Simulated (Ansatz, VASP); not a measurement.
## One calculation of CdTe, two programs

```
Cd Te
1.0
     0.00000    3.20500    3.25307
     3.20500    0.00000    3.25307
     3.20500    3.20500    0.00000
Cd Te
1 1
Direct
  0.00000 0.00000 0.00000
  0.75000 0.75000 0.75000
```

Change from the starting cell: strain +0.0150 x Voigt [0, 0, 1, 0, 0, 0], atoms carried along.

Alike in both runs: task single point; functional PBE; k mesh 8 × 8 × 8; occupations gaussian, width 0.05 eV; no spin polarisation.

|  | VASP | Ansatz |
| --- | --- | --- |
| version | VASP 6.6.1 | Ansatz 0.2.0 |
| potentials or method | VASP PAW PBE potentials, release 64 (Cd, Te), cutoff 520 eV | scalar-relativistic, plane waves, PAW |
| valence electrons in the cell | 18 | 36 |

|  | VASP | Ansatz | Ansatz less VASP |
| --- | --- | --- | --- |
| gap on the k mesh at the Fermi level (eV) | 0.81 | 0.81 | 0.000 |
| least direct gap on the mesh (eV) | 0.81 | 0.81 | 0.000 |
| pressure (GPa) | 3.6 | 3.5 | -0.15 |
| traceless stress, the component that is largest in VASP (GPa) | -0.14 | -0.14 | -0.001 |

The functional is the same, so the differences come from potentials, cutoffs and numerics. VASP's potentials hold 18 valence electrons a cell and Ansatz's 36, so a difference there can come from the potentials and not from the codes.

Spin-orbit coupling is off throughout.
